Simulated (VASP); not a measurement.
A run of VASP 6.6.1:

Contents of INCAR:

```
SYSTEM = SiC
PREC = Accurate
ENCUT = 520
EDIFF = 1E-7
ISMEAR = 0
SIGMA = 0.05
LREAL = .False.
LASPH = .True.
NELM = 80
ALGO = Normal
ISIF = 2
LWAVE = .False.
LCHARG = .False.
GGA = PS
IVDW = 12
NBANDS = 11
```

Contents of KPOINTS:

```
regular mesh
0
Gamma
  10 10 10
  0 0 0
```

POSCAR

```
SiC
1.0
    0.0000000000      2.1366586079      2.1366586079
    2.1366586079      0.0000000000      2.1366586079
    2.1366586079      2.1366586079      0.0000000000
Si C
1 1
Direct
    0.0000000000      0.0000000000      0.0000000000
    0.7500000000      0.7500000000      0.7500000000
```

Potentials or basis: VASP PAW PBE potentials, release 64 (Si, C).

Launch:

```console
$ cat potpaw_PBE.64/Si/POTCAR potpaw_PBE.64/C/POTCAR > POTCAR
$ mpirun -np 1 vasp_std > vasp.out
```

Hardware: 1 thread of AMD EPYC 7R13, with other jobs on the host.

Problem. How long does it take, and how much memory?

Solution. Run time: 18 s on 1 thread of AMD EPYC 7R13, on a shared host, peak memory 0.12 GiB. Counts: scf iterations 13, k points 47.
